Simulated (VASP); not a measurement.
**Ta: electric field gradients with PBE**

Crystal: Ta.

```xyz
1
Lattice="-1.6837 1.6837 1.6837 1.6837 -1.6837 1.6837 1.6837 1.6837 -1.6837" Properties=species:S:1:pos:R:3 pbc="T T T"
Ta    0.0000    0.0000    0.0000
```

This cell differs from its parent crystal: volume scaled by 1.06.

- Program: VASP 6.6.1
- Task: electric field gradients
- Functional: PBE
- Potentials or basis: VASP PAW PBE potentials, release 64 (Ta_pv)
- Cutoff: 520 eV
- k mesh: 17 × 17 × 17
- Occupations: fermi-dirac, width 0.08 eV
- Spin: no spin polarisation
- Dipole correction: no
- Further INCAR settings: ALGO = Normal; EDIFF = 1e-08; NBANDS = 12

The pressure is -7.6 GPa.

Levels at points of the mesh, in eV from the Fermi level:
| k point | band 3 | band 4 | band 5 | band 6 | band 7 | band 8 | band 9 | band 10 |
| --- | --- | --- | --- | --- | --- | --- | --- | --- |
| (0.00, 0.00, 0.00) | -33.32 | -7.70 | 0.71 | 0.71 | 0.71 | 3.79 | 3.79 | 14.48 |

It took 11 s on 1 thread of Intel(R) Xeon(R) 6975P-C (Granite Rapids), with other jobs on the host, peak memory 0.17 GiB.

Caveat: without QUAD_EFG the Cq values of the log hold for a quadrupole moment of 1 mb, not for the nuclei; spin-orbit coupling is left out, which moves the levels of the heavy elements.
